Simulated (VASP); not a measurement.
# Ti9O16 in VASP: single point with LDA

Aim: the single point of Ti9O16 with LDA.

Everything below comes from runs of VASP 6.6.1. Logs are shortened: lines on timing, memory, paths and dates and some standing lists are left out, and cuts for length are marked.

## (1) The cell of the first run

The cell holds a slab with vacuum, 25 atoms: a = 6.496 Å, b = 5.917 Å, c = 16.228 Å, α = 90.00°, β = 90.00°, γ = 90.00°.

## (2) Single point, LDA, collinear spin

The input, INCAR:

```
PREC = Accurate ; ENCUT = 520
EDIFF = 1E-6 ; ISMEAR = 0
SIGMA = 0.02 ; LREAL = Auto
LASPH = True ; NELM = 150
ALGO = Normal ; ISIF = 2
LWAVE = False ; LCHARG = False
ISPIN = 2 ; MAGMOM = 0 0 0 0 0 0 0 0 1 0 0 0 0 0 0 0 0 0 0 0 0 0 0 0 0
LORBIT = 11 ; LMAXMIX = 4
GGA = CA ; NBANDS = 124
NCORE = 4
```

The input, KPOINTS:

```
Automatic mesh
0
Gamma
  2 2 1
```

The input, POSCAR:

```
Ti9O16
1.0
    6.4964730000      0.0000000000      0.0000000000
    0.0000000000      5.9174000000      0.0000000000
    0.0000000000      0.0000000000     16.2282310000
Ti O
9 16
Direct
    0.0000000000      0.0000000000      0.0616210000
    0.5000000000      0.2500000000      0.0616210000
    0.5059684339      0.0125455741      0.2630761975
    1.0151422729      0.2500694933      0.2694502673
    0.0000000000      0.5000000000      0.0616210000
    0.5000000000      0.7500000000      0.0616210000
    0.5056130534      0.4877162826      0.2630160033
    0.9693169537      0.7500438241      0.2435304426
    0.2542974471      0.7502278253      0.3644889470
   -0.0051008491      0.0111655220      0.1744332516
    0.1952200000      0.2500000000      0.0616210000
    0.5000000000      0.0000000000      0.1397713000
    0.8047800000      0.2500000000      0.0616210000
    0.4356105114     -0.0241453535      0.3723112672
    0.7042336766      0.2502502992      0.2676343915
    0.0240216879     -0.0211221565      0.3295020662
    0.3048075210      0.2499079338      0.2520999655
   -0.0048987189      0.4888458569      0.1744432623
    0.1952200000      0.7500000000      0.0616210000
    0.5000000000      0.5000000000      0.1397713000
    0.8047800000      0.7500000000      0.0616210000
    0.4356783099      0.5246026612      0.3722986781
    0.6931460413      0.7500462922      0.2593959882
    0.0242330748      0.5211385461      0.3294767813
    0.2996539293      0.7500834635      0.2517474990
```

Potentials or basis: VASP PAW LDA potentials, release 64 (Ti_sv, O).

On the command line:

```console
$ cat potpaw_LDA.64/Ti_sv/POTCAR potpaw_LDA.64/O/POTCAR > POTCAR
$ mpirun -np 4 vasp_std > vasp.out
```

OUTCAR:

```text
PREC = Accurate
   ENCUT = 520
   EDIFF = 1E-6
   ISMEAR = 0
   LREAL = Auto
   LASPH = True
   NELM = 150
   ISIF = 2
   ISPIN = 2
   LORBIT = 11
   GGA = CA

 ion  position               nearest neighbor table
   1  0.000  0.000  0.062-  10 1.83  11 1.95  13 1.95  19 1.95  21 1.95
   2  0.500  0.250  0.062-  12 1.95  20 1.95  13 1.98  11 1.98
   3  0.506  0.013  0.263-  14 1.84  15 1.91  17 1.93  23 1.97  12 2.00  25 2.06   9 2.79   7 2.81

   4  0.015  0.250  0.269-  24 1.88  16 1.88  17 1.90  15 2.02  18 2.10  10 2.10
   5  0.000  0.500  0.062-  18 1.83  13 1.95  11 1.95  19 1.95  21 1.95
   6  0.500  0.750  0.062-  12 1.95  20 1.95  19 1.98  21 1.98
   7  0.506  0.488  0.263-  22 1.84  15 1.91  17 1.93  23 1.97  20 2.00  25 2.06   9 2.79   3 2.81

   8  0.969  0.750  0.244-  23 1.81  10 1.92  18 1.92  16 1.98  24 1.98  25 2.15   9 2.70
   9  0.254  0.750  0.364-  14 1.78  22 1.79  25 1.85  16 2.10  24 2.10   8 2.70   7 2.79   3 2.79

  10  0.995  0.011  0.174-   1 1.83   8 1.92   4 2.10
  11  0.195  0.250  0.062-   1 1.95   5 1.95   2 1.98
  12  0.500  0.000  0.140-   2 1.95   6 1.95   3 2.00
  13  0.805  0.250  0.062-   1 1.95   5 1.95   2 1.98
  14  0.436  0.976  0.372-   9 1.78   3 1.84
  15  0.704  0.250  0.268-   3 1.91   7 1.91   4 2.02
  16  0.024  0.979  0.330-   4 1.88   8 1.98   9 2.10
  17  0.305  0.250  0.252-   4 1.90   3 1.93   7 1.93
  18  0.995  0.489  0.174-   5 1.83   8 1.92   4 2.10
  19  0.195  0.750  0.062-   1 1.95   5 1.95   6 1.98
  20  0.500  0.500  0.140-   2 1.95   6 1.95   7 2.00
  21  0.805  0.750  0.062-   1 1.95   5 1.95   6 1.98
  22  0.436  0.525  0.372-   9 1.79   7 1.84
  23  0.693  0.750  0.259-   8 1.81   3 1.97   7 1.97
  24  0.024  0.521  0.329-   4 1.88   8 1.98   9 2.10
  25  0.300  0.750  0.252-   9 1.85   7 2.06   3 2.06   8 2.15

  LATTYP: Found a simple orthorhombic cell.
 ALAT       =     5.9174000000
 B/A-ratio  =     1.0978593639
 C/A-ratio  =     2.7424596951

  Lattice vectors:

 A1 = (   0.0000000000,  -5.9174000000,   0.0000000000)
 A2 = (   6.4964730000,   0.0000000000,   0.0000000000)
 A3 = (   0.0000000000,   0.0000000000,  16.2282310000)

Analysis of symmetry for initial positions (statically):
=====================================================================
 Subroutine PRICEL returns:
 Original cell was already a primitive cell.

 Routine SETGRP: Setting up the symmetry group for a
 simple orthorhombic supercell.

 Subroutine GETGRP returns: Found  1 space group operations
 (whereof  1 operations were pure point group operations)
 out of a pool of  8 trial point group operations.

The static configuration has the point symmetry C_1 .

Analysis of symmetry for dynamics (positions and initial velocities):
=====================================================================
 Subroutine PRICEL returns:
 Original cell was already a primitive cell.

 Routine SETGRP: Setting up the symmetry group for a
 simple orthorhombic supercell.

 Subroutine GETGRP returns: Found  1 space group operations
 (whereof  1 operations were pure point group operations)
 out of a pool of  8 trial point group operations.

The dynamic configuration has the point symmetry C_1 .

Analysis of structural, dynamic, and magnetic symmetry:
=====================================================================
 Subroutine PRICEL returns:
 Original cell was already a primitive cell.

 Routine SETGRP: Setting up the symmetry group for a
 simple orthorhombic supercell.

 Subroutine GETGRP returns: Found  1 space group operations
 (whereof  1 operations were pure point group operations)
 out of a pool of  8 trial point group operations.

The overall configuration has the point symmetry C_1 .

 Subroutine INISYM returns: Found  1 space group operations
 (whereof  1 operations are pure point group operations),
 and found     1 'primitive' translations

----------------------------------------------------------------------------------------

                                     Primitive cell

  volume of cell :     623.8494

  direct lattice vectors                    reciprocal lattice vectors
     6.496473000  0.000000000  0.000000000     0.153929678  0.000000000  0.000000000
     0.000000000  5.917400000  0.000000000     0.000000000  0.168993139  0.000000000
[... 97 lines left out ...]
   ions per type =               9  16
   NGX,Y,Z   is equivalent  to a cutoff of  12.28, 13.49, 12.91 a.u.
   NGXF,Y,Z  is equivalent  to a cutoff of  24.57, 26.97, 25.82 a.u.
 SYSTEM =  unknown system
   PREC   = accura    normal or accurate (medium, high low for compatibility)
   ISTART =      0    job   : 0-new  1-cont  2-samecut
   ICHARG =      2    charge: 1-file 2-atom 10-const
   ISPIN  =      2    spin polarized calculation?
   LNONCOLLINEAR =      F non collinear calculations
   LSORBIT =      F    spin-orbit coupling
   LASPH  =      T    aspherical Exc in radial PAW
   ENCUT  =  520.0 eV  38.22 Ry    6.18 a.u.  12.08 11.00 30.17*2*pi/ulx,y,z
   NELM   =    150;   NELMIN=  2; NELMDL= -5     # of ELM steps
   EDIFF  = 0.1E-05   stopping-criterion for ELM
   LREAL  =      T    real-space projection
   EDIFFG = 0.1E-04   stopping-criterion for IOM
   NSW    =      0    number of steps for IOM
   IBRION =     -1    ionic relax: 0-MD 1-quasi-New 2-CG
   NFREE  =      0    steps in history (QN), initial steepest desc. (CG)
   ISIF   =      2    stress and relaxation
   ISYM   =      2    0-nonsym 1-usesym 2-fastsym
   POTIM  = 0.5000    time-step for ionic-motion
   TEBEG  =    0.0;   TEEND  =   0.0 temperature during run
   PSTRESS=    0.0 pullay stress
   NELECT =     204.0000    total number of electrons
   NUPDOWN=      -1.0000    fix difference up-down
   EMIN   =  10.00;   EMAX   =-10.00  energy-range for DOS
   EFERMI =   0.00;   METHOD = LEGACY
   ISMEAR =     0;   SIGMA  =   0.02  broadening in eV -4-tet -1-fermi 0-gaus
   EFERMI_NEDOS =   21; number of points for ismear=-14 and -15
   IALGO  =     38    algorithm
   IMIX   =      4    mixing-type and parameters
     AMIX     =   0.40;   BMIX     =  1.00
     AMIX_MAG =   1.60;   BMIX_MAG =  1.00
  volume/ion in A,a.u.               =      24.95       168.40
  Fermi-wavevector in a.u.,A,eV,Ry     =   1.127868  2.131362 17.307786  1.272086
  Thomas-Fermi vector in A             =   2.264556
   LORBIT       =     11    0 simple, 1 ext, 2 COOP (PROOUT), +10 PAW based schemes
   GGA     = CA    functional components
   LHFCALC =     F    Hartree Fock is set to
   AEXX    =    0.0000 exact exchange contribution
   IVDW    =     0    specifies the selected vdW correction
   LEPSILON=     F    determine dielectric tensor
   LRPA    =     F    only Hartree local field effects (RPA)
 spin polarized calculation
 Gauss-broadening in eV      SIGMA  =   0.02
  energy-cutoff  :      520.00
  volume of cell :      623.85
 maximum number of plane-waves:     16884
   NGX = 25   NGY = 23   NGZ = 61

 number of electron     203.9999946 magnetization       0.1071301

 number of electron     203.9999945 magnetization      -0.4668325

 Free energy of the ion-electron system (eV)
  ---------------------------------------------------
  ext. energy  EPLUGINS =         0.00000000
  ---------------------------------------------------
  free energy    TOTEN  =      -236.70272725 eV

  energy without entropy =     -236.70027809  energy(sigma->0) =     -236.70150267

 E-fermi :   0.7671     XC(G=0):  -6.0214

 val. band max:        0.7523466541   @ k =   0.0000   0.0000   0.0000
 cond. band min:       0.7792718332   @ k =   0.5000   0.0000   0.0000
 fundamental gap:      0.0269251791
 Fermi energy:         0.7670550580

 spin component 1

 k-point     1 :       0.0000    0.0000    0.0000
  band No.  band energies     occupation
      1     -57.2954      1.00000
      2     -57.2503      1.00000
      3     -57.1292      1.00000
      4     -57.0788      1.00000
      5     -56.9659      1.00000
      6     -56.9052      1.00000
[... 457 lines left out ...]
    113       1.7683      0.00000
    114       1.7876      0.00000
 Fermi energy:         0.7670550580

 spin component 2

 k-point     1 :       0.0000    0.0000    0.0000
  band No.  band energies     occupation
      1     -57.3821      1.00000
      2     -57.3374      1.00000
      3     -57.1086      1.00000
      4     -57.0707      1.00000
      5     -56.9108      1.00000
      6     -56.8488      1.00000
[... 457 lines left out ...]
    113       1.7211      0.00000
    114       1.8017      0.00000
 [bands above 114 left out]

------------------------ aborting loop because EDIFF is reached ----------------------------------------

  FORCE on cell =-STRESS in cart. coord.  units (eV):
  Direction    XX          YY          ZZ          XY          YZ          ZX
  --------------------------------------------------------------------------------------
  -------------------------------------------------------------------------------------
  Total       -3.9252781     -7.7200858     -2.6304817      0.0005423     -0.0211011      0.0154829
  in kB      -10.0809454    -19.8268153     -6.7556341      0.0013927     -0.0541920      0.0397635
  external PRESSURE =     -12.2211316 kB  Pullay stress =       0.0000000 kB

 VOLUME and BASIS-vectors are now :
 -----------------------------------------------------------------------------
  energy-cutoff  :      520.00
  volume of cell :      623.85
      direct lattice vectors                 reciprocal lattice vectors
     6.496473000  0.000000000  0.000000000     0.153929678  0.000000000  0.000000000
     0.000000000  5.917400000  0.000000000     0.000000000  0.168993139  0.000000000
     0.000000000  0.000000000 16.228231000     0.000000000  0.000000000  0.061621011

 POSITION                                       TOTAL-FORCE (eV/Angst)
 -----------------------------------------------------------------------------------
      0.00000      0.00000      1.00000        -0.010808      0.347348      2.163105
      3.24824      1.47935      1.00000         0.005220     -0.006366      2.299295
      3.28701      0.07424      4.26926         0.042354     -0.041296     -0.186752
      0.09837      1.47976      4.37270        -0.124361     -0.000102     -0.081292
      0.00000      2.95870      1.00000        -0.010478     -0.348075      2.165987
      3.24824      4.43805      1.00000         0.079638      0.006550      2.705248
[... 17 lines left out ...]
      0.15743      3.08379      5.34683         0.040340      0.066750      0.091073
      1.94669      4.43854      4.08542         0.068892      0.006749     -0.099514
 -----------------------------------------------------------------------------------
    total drift:                               -0.010362      0.004076     -0.098942

  FREE ENERGIE OF THE ION-ELECTRON SYSTEM (eV)
  ---------------------------------------------------
  free  energy   TOTEN  =      -236.7027272488 eV

  energy  without entropy=     -236.7002780912  energy(sigma->0) =     -236.70150267

 total charge

# of ion       s       p       d       tot
------------------------------------------
    1        2.224   6.264   1.909  10.396
    2        2.200   6.182   1.892  10.274
    3        2.228   6.312   1.867  10.407
    4        2.219   6.281   1.807  10.306
    5        2.224   6.264   1.909  10.396
    6        2.198   6.184   1.889  10.271
[... 17 lines left out ...]
   24        1.562   3.458   0.000   5.021
   25        1.565   3.489   0.000   5.054
--------------------------------------------------
tot         45.028 111.909  17.079 174.016

 magnetization (x)

# of ion       s       p       d       tot
------------------------------------------
    1       -0.000  -0.000  -0.097  -0.097
    2       -0.003  -0.006  -0.186  -0.194
    3        0.000  -0.000   0.075   0.075
    4        0.000   0.000   0.029   0.029
    5       -0.000  -0.000  -0.097  -0.097
    6       -0.004  -0.004  -0.236  -0.244
[... 17 lines left out ...]
   24        0.000  -0.004   0.000  -0.004
   25       -0.000  -0.002   0.000  -0.002
--------------------------------------------------
tot         -0.005  -0.018  -0.444  -0.466
```

It took 22 min on 4 MPI ranks of AMD EPYC 7R13 (Zen 3), shared host; peak memory 0.26 GiB.

What came out:

```
Free energy                                           : -236.7027 eV
Largest force                                         : 2.706 eV/Å
Net moment                                            : -0.47 μB per cell
Site moments                                          : Ti -0.10, -0.19, +0.07, +0.03, -0.24, -0.00 (each value once); O -0.00, +0.00 (each value once) μB
Valence electrons inside the program's atomic spheres : Ti 10.40, 10.27, 10.41, 10.31, 10.44, 10.59 (each value once); O 5.04, 5.03, 5.00, 5.01, 5.05, 5.02, 5.06, 5.08 (each value once)
```

Forces in eV/Å, atoms in the order of the input:
```
Ti  -0.011  0.347  2.163
Ti   0.005 -0.006  2.299
Ti   0.042 -0.041 -0.187
Ti  -0.124  0.000 -0.081
Ti  -0.010 -0.348  2.166
Ti   0.080  0.007  2.705
Ti   0.047  0.046 -0.173
Ti  -0.028 -0.002 -0.010
Ti  -0.217 -0.010  0.270
O    0.046  0.022 -0.001
O    0.804  0.000 -1.737
O    0.031 -0.044 -1.482
O   -0.885  0.003 -1.832
O    0.051  0.102  0.070
O    0.121 -0.004  0.061
O    0.046 -0.065  0.086
O   -0.040  0.005  0.042
O    0.042 -0.021 -0.002
O    0.789  0.000 -1.444
O    0.028  0.045 -1.488
O   -0.885 -0.002 -1.505
O    0.044 -0.105  0.070
O   -0.086 -0.003  0.020
O    0.040  0.067  0.091
O    0.069  0.007 -0.100
```

Caveat: the k points lie up to 0.53 Å⁻¹ apart; semilocal functionals often make such compounds metallic where correlation or magnetic order opens a gap, which also shifts bond lengths.
